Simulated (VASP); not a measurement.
Here is a VASP 6.6.1 calculation.

INCAR

```
SYSTEM = Cu
  PREC = Accurate
  ENCUT = 520
  EDIFF = 1E-6
  ISMEAR = 0
  SIGMA = 0.15
  LREAL = .False.
  LASPH = .True.
  NELM = 80
  ALGO = Normal
  ISIF = 2
  LWAVE = .False.
  LCHARG = .False.
  GGA = PE
  NBANDS = 12
```

KPOINTS

```
regular mesh
0
Gamma
  24 24 24
  0 0 0
```

The input POSCAR:

```
Cu
1.0
    0.0000000000      1.7473429064      1.7473429064
    1.7473429064      0.0000000000      1.7473429064
    1.7473429064      1.7473429064      0.0000000000
Cu
1
Direct
    0.0000000000      0.0000000000      0.0000000000
```

Potentials or basis: VASP PAW PBE potentials, release 64 (Cu).

The run is started by

```bash
$ cat potpaw_PBE.64/Cu/POTCAR > POTCAR
$ mpirun -np 1 vasp_std > vasp.out
```

Problem. Predict the pressure.

Solution. 21.9 GPa.
